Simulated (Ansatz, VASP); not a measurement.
# Two plane-wave programs on V

The input INCAR:

```
SYSTEM = V
PREC = Accurate
ENCUT = 520
EDIFF = 1E-6
ISMEAR = 0
SIGMA = 0.15
LREAL = .False.
LASPH = .True.
NELM = 80
ALGO = Fast
ISIF = 2
LWAVE = .False.
LCHARG = .False.
GGA = PE
NBANDS = 12
```

The input KPOINTS:

```
Automatic mesh
0
Gamma
  22 22 22
  0 0 0
```

Contents of POSCAR:

```
V
1.0
   -1.6264750000      1.6264750000      1.5130000000
    1.6264750000     -1.6264750000      1.5130000000
    1.3995250000      1.3995250000     -1.5130000000
V
1
Direct
    0.0000000000      0.0000000000      0.0000000000
```

Input for Ansatz:

```yaml
crystal:
  lattice:
    - [-1.626475, 1.626475, 1.513]
    - [1.626475, -1.626475, 1.513]
    - [1.399525, 1.399525, -1.513]
  atoms:
    - { symbol: V, position: [0.0, 0.0, 0.0] }
basis:
  ecutwfc: 420
kpoints:
  mp_grid: { grid: [22, 22, 22] }
hamiltonian:
  xc: pbe
scf:
  occupations: { method: gaussian, width: 0.15 }
output:
  forces: true
  stress: true
  eigenvalues: true
```

Change from the starting cell: strain -0.1500 x Voigt [0, 0, 0, 0, 0, 1], atoms carried along.

Alike in both runs: task single point; functional PBE; k mesh 22 × 22 × 22; occupations gaussian, width 0.15 eV; no spin polarisation.

|  | VASP | Ansatz |
| --- | --- | --- |
| version | VASP 6.6.1 | Ansatz 0.2.0 |
| potentials or method | VASP PAW PBE potentials, release 64 (V_sv), cutoff 520 eV | scalar-relativistic, plane waves, PAW |
| valence electrons in the cell | 13 | 13 |

```csv
,VASP,Ansatz,Ansatz less VASP
gap on the k mesh at the Fermi level (eV),none,none,-
pressure (GPa),-3.4,-3.7,-0.30
"traceless stress, the component that is largest in VASP (GPa)",4.38,4.33,-0.053
```

A gap of «none» marks a metal or a gap that the smearing closes.
